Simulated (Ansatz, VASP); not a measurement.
Two plane-wave programs on BaO

```
Ba O
1.0
     0.00000    2.75000    2.75000
     2.75000    0.00000    2.75000
     2.75000    2.75000    0.00000
Ba O
1 1
Direct
  0.00000 0.00000 0.00000
  0.50000 0.50000 0.50000
```

Alike in both runs: task single point; functional PBE; k mesh 12 × 12 × 12; occupations gaussian, width 0.05 eV; no spin polarisation.

|  | VASP | Ansatz |
| --- | --- | --- |
| version | VASP 6.6.1 | Ansatz 0.2.0 |
| potentials or method | VASP PAW PBE potentials, release 64 (Ba_sv, O_h), cutoff 1340 eV | scalar-relativistic, plane waves, PAW |
| valence electrons in the cell | 16 | 16 |

```tsv
	VASP	Ansatz	Ansatz less VASP
gap on the k mesh at the Fermi level (eV)	1.90	1.97	+0.067
pressure (GPa)	4.8	3.0	-1.78
```

The functional is the same, so the differences come from potentials, cutoffs and numerics.

Spin-orbit coupling is off throughout.
